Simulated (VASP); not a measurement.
# KBr (Pm-3m) in VASP: further runs

Runs on KBr. Level: PBE. Tasks: single point, relaxation of cell and atoms.

All numbers are computed with VASP 6.6.1; they aren't measurements. Logs are shortened: lines on timing, memory, paths and dates and some standing lists are left out, and cuts for length are marked.

**1. The cell of the first run**

It takes space group Pm-3m (No. 221, cubic). The conventional cell has a = 4.043 Å, b = 4.043 Å, c = 4.043 Å, α = 90.00°, β = 90.00°, γ = 90.00°. K (site symmetry m-3m) has 8 Br at 3.50 Å and 6 K at 4.04 Å within 4.6 Å. Br (site symmetry m-3m) has 8 K at 3.50 Å and 6 Br at 4.04 Å within 4.6 Å.

**2. Single point, PBE**

INCAR

```
  PREC = Accurate
  ENCUT = 520
  EDIFF = 1E-6
  ISMEAR = 0
  SIGMA = 0.02
  LREAL = False
  LASPH = True
  NELM = 80
  ALGO = Normal
  ISIF = 2
  LWAVE = False
  LCHARG = False
  GGA = PE
  NBANDS = 15
```

KPOINTS

```
Automatic mesh
0
Gamma
  6 6 6
```

POSCAR

```
KBr
1.0
    4.0434990000      0.0000000000      0.0000000000
    0.0000000000      4.0434990000      0.0000000000
    0.0000000000      0.0000000000      4.0434990000
K Br
1 1
Direct
    0.0000000000      0.0000000000      0.0000000000
    0.5000000000      0.5000000000      0.5000000000
```

Potentials or basis: VASP PAW PBE potentials, release 64 (K_sv, Br).

The run is started by

```bash
$ cat potpaw_PBE.64/K_sv/POTCAR potpaw_PBE.64/Br/POTCAR > POTCAR
$ mpirun -np 1 vasp_std > vasp.out
```

OUTCAR:

```text
PREC = Accurate
   ENCUT = 520
   EDIFF = 1E-6
   ISMEAR = 0
   LREAL = False
   LASPH = True
   NELM = 80
   ISIF = 2
   GGA = PE

 ion  position               nearest neighbor table
   1  0.000  0.000  0.000-
   2  0.500  0.500  0.500-

  LATTYP: Found a simple cubic cell.
 ALAT       =     4.0434990000

  Lattice vectors:

 A1 = (   4.0434990000,   0.0000000000,   0.0000000000)
 A2 = (   0.0000000000,   4.0434990000,   0.0000000000)
 A3 = (   0.0000000000,   0.0000000000,   4.0434990000)

Analysis of symmetry for initial positions (statically):
=====================================================================
 Subroutine PRICEL returns:
 Original cell was already a primitive cell.

 Routine SETGRP: Setting up the symmetry group for a
 simple cubic supercell.

 Subroutine GETGRP returns: Found 48 space group operations
 (whereof 48 operations were pure point group operations)
 out of a pool of 48 trial point group operations.

The static configuration has the point symmetry O_h .

Analysis of symmetry for dynamics (positions and initial velocities):
=====================================================================
 Subroutine PRICEL returns:
 Original cell was already a primitive cell.

 Routine SETGRP: Setting up the symmetry group for a
 simple cubic supercell.

 Subroutine GETGRP returns: Found 48 space group operations
 (whereof 48 operations were pure point group operations)
 out of a pool of 48 trial point group operations.

The dynamic configuration has the point symmetry O_h .

 Subroutine INISYM returns: Found 48 space group operations
 (whereof 48 operations are pure point group operations),
 and found     1 'primitive' translations

----------------------------------------------------------------------------------------

                                     Primitive cell

  volume of cell :      66.1107

  direct lattice vectors                    reciprocal lattice vectors
     4.043499000  0.000000000  0.000000000     0.247310559  0.000000000  0.000000000
     0.000000000  4.043499000  0.000000000     0.000000000  0.247310559  0.000000000
     0.000000000  0.000000000  4.043499000     0.000000000  0.000000000  0.247310559

  length of vectors
     4.043499000  4.043499000  4.043499000     0.247310559  0.247310559  0.247310559

  position of ions in fractional coordinates (direct lattice)
     0.000000000  0.000000000  0.000000000
     0.500000000  0.500000000  0.500000000

  ion indices of the primitive-cell ions
   primitive index   ion index
                 1           1
                 2           2

----------------------------------------------------------------------------------------

 KPOINTS: Automatic mesh

Automatic generation of k-mesh.
 Grid dimensions read from file:
 generate k-points for:    6    6    6

 Generating k-lattice:

  Cartesian coordinates                     Fractional coordinates (reciprocal lattice)
     0.041218427  0.000000000  0.000000000     0.166666667  0.000000000  0.000000000
     0.000000000  0.041218427  0.000000000     0.000000000  0.166666667  0.000000000
     0.000000000  0.000000000  0.041218427     0.000000000  0.000000000  0.166666667

  Length of vectors
     0.041218427  0.041218427  0.041218427

  Shift w.r.t. Gamma in fractional coordinates (k-lattice)
     0.000000000  0.000000000  0.000000000

 Subroutine IBZKPT returns following result:
 ===========================================

 Found     20 irreducible k-points:

 Following reciprocal coordinates:
            Coordinates               Weight
  0.000000  0.000000  0.000000      1.000000
  0.166667  0.000000  0.000000      6.000000
  0.333333  0.000000  0.000000      6.000000
  0.500000  0.000000  0.000000      3.000000
  0.166667  0.166667  0.000000     12.000000
  0.333333  0.166667  0.000000     24.000000
[... 12 lines left out ...]
  0.500000  0.500000  0.333333      6.000000
  0.500000  0.500000  0.500000      1.000000
   k-points           NKPTS =     20   k-points in BZ     NKDIM =     20   number of bands    NBANDS=     15
   number of dos      NEDOS =    301   number of ions     NIONS =      2
   total plane-waves  NPLWV =  27000
   dimension x,y,z NGX =    30 NGY =   30 NGZ =   30
   dimension x,y,z NGXF=    60 NGYF=   60 NGZF=   60
   ions per type =               1   1
   NGX,Y,Z   is equivalent  to a cutoff of  12.33, 12.33, 12.33 a.u.
   NGXF,Y,Z  is equivalent  to a cutoff of  24.67, 24.67, 24.67 a.u.
 SYSTEM =  unknown system
   PREC   = accura    normal or accurate (medium, high low for compatibility)
   ISTART =      0    job   : 0-new  1-cont  2-samecut
   ICHARG =      2    charge: 1-file 2-atom 10-const
   ISPIN  =      1    spin polarized calculation?
   LNONCOLLINEAR =      F non collinear calculations
   LSORBIT =      F    spin-orbit coupling
   LASPH  =      T    aspherical Exc in radial PAW
   ENCUT  =  520.0 eV  38.22 Ry    6.18 a.u.   7.52  7.52  7.52*2*pi/ulx,y,z
   NELM   =     80;   NELMIN=  2; NELMDL= -5     # of ELM steps
   EDIFF  = 0.1E-05   stopping-criterion for ELM
   LREAL  =      F    real-space projection
   EDIFFG = 0.1E-04   stopping-criterion for IOM
   NSW    =      0    number of steps for IOM
   IBRION =     -1    ionic relax: 0-MD 1-quasi-New 2-CG
   NFREE  =      0    steps in history (QN), initial steepest desc. (CG)
   ISIF   =      2    stress and relaxation
   ISYM   =      2    0-nonsym 1-usesym 2-fastsym
   POTIM  = 0.5000    time-step for ionic-motion
   TEBEG  =    0.0;   TEEND  =   0.0 temperature during run
   PSTRESS=    0.0 pullay stress
   NELECT =      16.0000    total number of electrons
   NUPDOWN=      -1.0000    fix difference up-down
   EMIN   =  10.00;   EMAX   =-10.00  energy-range for DOS
   EFERMI =   0.00;   METHOD = LEGACY
   ISMEAR =     0;   SIGMA  =   0.02  broadening in eV -4-tet -1-fermi 0-gaus
   EFERMI_NEDOS =   21; number of points for ismear=-14 and -15
   IALGO  =     38    algorithm
   IMIX   =      4    mixing-type and parameters
     AMIX     =   0.40;   BMIX     =  1.00
     AMIX_MAG =   1.60;   BMIX_MAG =  1.00
  volume/ion in A,a.u.               =      33.06       223.07
  Fermi-wavevector in a.u.,A,eV,Ry     =   1.020213  1.927923 14.161412  1.040834
  Thomas-Fermi vector in A             =   2.153770
   LORBIT       =      0    0 simple, 1 ext, 2 COOP (PROOUT), +10 PAW based schemes
   GGA     = PE    functional components
   LHFCALC =     F    Hartree Fock is set to
   AEXX    =    0.0000 exact exchange contribution
   IVDW    =     0    specifies the selected vdW correction
   LEPSILON=     F    determine dielectric tensor
   LRPA    =     F    only Hartree local field effects (RPA)
 non-spin polarized calculation
 Gauss-broadening in eV      SIGMA  =   0.02
  energy-cutoff  :      520.00
  volume of cell :       66.11
 maximum number of plane-waves:      1800
   NGX = 15   NGY = 15   NGZ = 15

 number of electron      15.9999999 magnetization

 Free energy of the ion-electron system (eV)
  ---------------------------------------------------
  ext. energy  EPLUGINS =         0.00000000
  ---------------------------------------------------
  free energy    TOTEN  =        -6.07830017 eV

  energy without entropy =       -6.07830017  energy(sigma->0) =       -6.07830017

 E-fermi :  -0.6417     XC(G=0):  -7.8247

 val. band max:       -0.7621497331   @ k =   0.5000   0.5000   0.0000
 cond. band min:       3.1015375254   @ k =   0.0000   0.0000   0.0000
 fundamental gap:      3.8636872585
 Fermi energy:        -0.6417038887

 k-point     1 :       0.0000    0.0000    0.0000
  band No.  band energies     occupation
      1     -29.4317      2.00000
      2     -13.5373      2.00000
      3     -12.8562      2.00000
      4     -12.8562      2.00000
      5     -12.8562      2.00000
      6      -1.0223      2.00000
      7      -1.0223      2.00000
      8      -1.0223      2.00000
      9       3.1015      0.00000
     10       5.0931      0.00000
     11       5.0931      0.00000
     12       8.8925      0.00000
     13       8.8925      0.00000
     14       8.8925      0.00000
     15      11.5457      0.00000

 k-point     2 :       0.1667    0.0000    0.0000
  band No.  band energies     occupation
      1     -29.4292      2.00000
      2     -13.5861      2.00000
      3     -12.8514      2.00000
      4     -12.8514      2.00000
      5     -12.8025      2.00000
      6      -1.5617      2.00000
      7      -1.0151      2.00000
      8      -1.0151      2.00000
      9       3.7206      0.00000
     10       5.3037      0.00000
     11       5.6434      0.00000
     12       8.8127      0.00000
     13       8.8127      0.00000
     14       9.0054      0.00000
     15      10.6034      0.00000

 k-point     3 :       0.3333    0.0000    0.0000
  band No.  band energies     occupation
      1     -29.4242      2.00000
      2     -13.6744      2.00000
      3     -12.8419      2.00000
      4     -12.8419      2.00000
      5     -12.7009      2.00000
      6      -2.3700      2.00000
      7      -1.0013      2.00000
      8      -1.0013      2.00000
      9       4.8981      0.00000
     10       5.8888      0.00000
     11       6.6727      0.00000
     12       8.7828      0.00000
     13       8.7828      0.00000
     14       9.0467      0.00000
     15       9.2649      0.00000
[... 271 lines left out ...]
 k-point    19 :       0.5000    0.5000    0.3333
  band No.  band energies     occupation
      1     -29.4056      2.00000
      2     -13.2039      2.00000
      3     -12.9727      2.00000
      4     -12.9727      2.00000
      5     -12.9296      2.00000
      6      -2.1683      2.00000
      7      -2.1683      2.00000
      8      -1.8818      2.00000
      9       5.8829      0.00000
     10       6.7717      0.00000
     11       6.7717      0.00000
     12       7.9441      0.00000
     13       8.8311      0.00000
     14       8.8311      0.00000
     15      10.3428      0.00000

 k-point    20 :       0.5000    0.5000    0.5000
  band No.  band energies     occupation
      1     -29.4033      2.00000
      2     -13.1725      2.00000
      3     -12.9646      2.00000
      4     -12.9646      2.00000
      5     -12.9646      2.00000
      6      -2.1770      2.00000
      7      -2.1770      2.00000
      8      -2.1770      2.00000
      9       6.6419      0.00000
     10       6.6419      0.00000
     11       6.6419      0.00000
     12       8.6221      0.00000
     13       8.6221      0.00000
     14       8.6221      0.00000
     15      10.3672      0.00000

------------------------ aborting loop because EDIFF is reached ----------------------------------------

  FORCE on cell =-STRESS in cart. coord.  units (eV):
  Direction    XX          YY          ZZ          XY          YZ          ZX
  --------------------------------------------------------------------------------------
  -------------------------------------------------------------------------------------
  Total       -0.0031706     -0.0031706     -0.0031706     -0.0000000      0.0000000     -0.0000000
  in kB       -0.0768397     -0.0768397     -0.0768397     -0.0000000      0.0000000     -0.0000000
  external PRESSURE =      -0.0768397 kB  Pullay stress =       0.0000000 kB

 VOLUME and BASIS-vectors are now :
 -----------------------------------------------------------------------------
  energy-cutoff  :      520.00
  volume of cell :       66.11
      direct lattice vectors                 reciprocal lattice vectors
     4.043499000  0.000000000  0.000000000     0.247310559  0.000000000  0.000000000
     0.000000000  4.043499000  0.000000000     0.000000000  0.247310559  0.000000000
     0.000000000  0.000000000  4.043499000     0.000000000  0.000000000  0.247310559

 POSITION                                       TOTAL-FORCE (eV/Angst)
 -----------------------------------------------------------------------------------
      0.00000      0.00000      0.00000         0.000000      0.000000      0.000000
      2.02175      2.02175      2.02175         0.000000      0.000000      0.000000
 -----------------------------------------------------------------------------------
    total drift:                                0.000000      0.000000     -0.000000

  FREE ENERGIE OF THE ION-ELECTRON SYSTEM (eV)
  ---------------------------------------------------
  free  energy   TOTEN  =        -6.0783001676 eV

  energy  without entropy=       -6.0783001676  energy(sigma->0) =       -6.07830017
```

It took 17 s on 1 thread of Intel Xeon Platinum 8259CL at 2.50GHz (Skylake/Cascade Lake), shared host; peak memory 0.17 GiB.

Results:

```
Free energy            : -6.0783 eV
Pressure               : 0.0 GPa
Band gap on the k mesh : 3.86 eV, indirect (least direct gap 4.12 eV)
```

Levels at points of the mesh, in eV from the valence-band top:
```
           k point  band 6  band 7  band 8  band 9  band 10  band 11
(0.00, 0.00, 0.00)   -0.26   -0.26   -0.26    3.86     5.86     5.86
(0.50, 0.00, 0.00)   -1.94   -0.23   -0.23    6.48     7.18     7.65
(0.50, 0.50, 0.00)   -1.38   -1.38    0.00    5.22     6.50     8.05
(0.50, 0.50, 0.50)   -1.41   -1.41   -1.41    7.40     7.40     7.40
```

(Part 1 of 2 ends here.)
